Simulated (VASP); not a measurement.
AlNi2: single point with PBEsol

The system is AlNi2.

```
Al Ni
1.0
     4.01334    0.00000    0.00000
    -2.00667    3.47565    0.00000
     0.00000    0.00000    4.95689
Al Ni
2 4
Direct
  0.33333 0.66667 0.19350
  0.66667 0.33333 0.80650
  0.33333 0.66667 0.68804
  0.66667 0.33333 0.31196
  0.00000 0.00000 0.50000
  0.00000 0.00000 0.00000
```

```yaml
Program: VASP 6.6.1
Task: single point
Functional: PBEsol
Potentials_or_basis: VASP PAW PBE potentials, release 64 (Al, Ni)
Cutoff: 520 eV
k_mesh: 12 × 12 × 8
Occupations: gaussian, width 0.1 eV
Spin: no spin polarisation
Dipole_correction: no
Further_INCAR_settings: ALGO = Fast; EDIFF = 1e-06; NBANDS = 32
```

| Property | Result |
| --- | --- |
| Pressure | -5.1 GPa |
| Largest force | 0.003 eV/Å |
| Band gap on the k mesh | zero (bands 23 and 24 overlap by 4.21 eV) |

Forces on the atoms (eV/Å):
```
Al   0.000  0.000  0.002
Al   0.000  0.000 -0.002
Ni   0.000  0.000 -0.003
Ni   0.000  0.000  0.003
Ni   0.000  0.000  0.000
Ni   0.000  0.000  0.000
```

Levels at points of the mesh, in eV from the Fermi level:
```csv
k point,band 21,band 22,band 23,band 24,band 25,band 26
"(0.00, 0.00, 0.00)",-0.51,-0.51,0.67,3.13,3.13,3.77
"(0.50, 0.00, 0.00)",-0.71,-0.61,-0.52,-0.30,0.90,1.76
"(0.00, 0.00, 0.50)",-0.66,-0.66,3.87,4.00,4.00,4.19
"(0.50, 0.00, 0.50)",-0.78,-0.62,-0.37,-0.26,1.68,1.79
```

Run time: 2.5 min on 1 thread of Intel(R) Xeon(R) 6975P-C (Granite Rapids), on a shared host, peak memory 0.35 GiB.

Caveat: the cell stands under tension; the PAW data sets were made with another functional, which shifts forces and pressure a little. Spin polarisation is off, so any magnetic state and its effect on volume and gap are missing.
